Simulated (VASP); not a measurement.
**BiSbS4: relaxation of cell and atoms with PBE**

BiSbS4:

```
Sb Bi S
1.0
     3.70690    0.00000    0.00000
    -1.85345    3.21027    0.00000
     0.00000    0.00000   14.03266
Sb Bi S
1 1 4
Direct
  0.00000 0.00000 0.00000
  0.00000 0.00000 0.50000
  0.33333 0.66667 0.87803
  0.33333 0.66667 0.37132
  0.66667 0.33333 0.62868
  0.66667 0.33333 0.12197
```

```json
{"Program": "VASP 6.6.1", "Task": "relaxation of cell and atoms", "Functional": "PBE", "Potentials or basis": "VASP PAW PBE potentials, release 64 (Sb, Bi_d, S)", "Cutoff": "600 eV", "k mesh": "4 × 4 × 1", "Occupations": "gaussian, width 0.15 eV", "Spin": "no spin polarisation", "Dipole correction": "no", "Further INCAR settings": "ALGO = Normal; EDIFF = 1e-07; IBRION = 2; EDIFFG = -0.08; NSW = 36; ISIF = 3"}
```

```json
{
  "Relaxed volume": "27.56 Å³/atom",
  "Relaxed cell": "a = 3.864 Å, b = 3.864 Å, c = 12.790 Å, α = 90.00°, β = 90.00°, γ = 120.00°",
  "Space group after relaxing (to 0.05 Å)": "P-3m1 (No. 164)",
  "Energy gained by relaxing": "96.3 meV/atom",
  "Ionic steps": "7",
  "Pressure after relaxing": "-0.1 GPa",
  "Largest force after relaxing": "0.052 eV/Å",
  "Band gap on the k mesh": "zero (band 22 reaches 3.76 eV, above the bottom of band 23 at 3.24 eV)"
}
```

Forces on the atoms (eV/Å):
```
Sb   0.000  0.000  0.000
Bi   0.000  0.000  0.000
S    0.000  0.000  0.026
S    0.000  0.000 -0.052
S    0.000  0.000  0.052
S    0.000  0.000 -0.026
```

The path:
```
step  energy change (eV)  largest force (eV/Å)  pressure (GPa)  volume (Å³)
   1              0.0000                1.2575           -1.82       166.99
   2             -0.4789                0.2031            2.18       159.12
   3             -0.4826                0.3245            2.65       158.33
   4             -0.5744                0.1140           -0.57       166.74
   5             -0.5764                0.1002           -0.19       165.62
   6             -0.5763                0.1019           -0.24       165.77
   7             -0.5779                0.0523           -0.07       165.34
```

Final structure:
```cif
data_structure
_symmetry_space_group_name_H-M 'P 1'
_symmetry_Int_Tables_number 1
_cell_length_a 3.8636
_cell_length_b 3.8636
_cell_length_c 12.7898
_cell_angle_alpha 90.000
_cell_angle_beta 90.000
_cell_angle_gamma 120.000
_cell_volume 165.34
loop_
_atom_site_label
_atom_site_type_symbol
_atom_site_fract_x
_atom_site_fract_y
_atom_site_fract_z
_atom_site_occupancy
Sb1 Sb 0.00000 0.00000 0.00000 1
Bi1 Bi 0.00000 0.00000 0.50000 1
S1 S 0.33333 0.66667 0.88430 1
S2 S 0.33333 0.66667 0.37470 1
S3 S 0.66667 0.33333 0.62530 1
S4 S 0.66667 0.33333 0.11570 1
```

Levels at points of the mesh, in eV from the Fermi level:
```csv
k point,band 18,band 19,band 20,band 21,band 22,band 23,band 24,band 25,band 26
"(0.00, 0.00, 0.00)",-1.37,-1.15,-0.84,-0.78,-0.78,0.11,1.13,2.03,2.49
"(0.50, 0.00, 0.00)",-1.76,-1.64,-1.37,-0.94,-0.75,-0.51,2.49,3.10,3.91
```

Run time: 2.9 min on 1 thread of Intel(R) Xeon(R) Platinum 8375C CPU @ 2.90GHz (Ice Lake) (shared host), peak memory 0.33 GiB.

Caveat: the k points lie up to 0.49 Å⁻¹ apart in the final cell; spin-orbit coupling is left out, which moves the levels of the heavy elements; this functional lacks dispersion, which binds the layers, so the pressure and a relaxed spacing across them are unreliable; the relaxation stopped at a loose force limit of 0.08 eV/Å, so its end isn't a converged minimum.
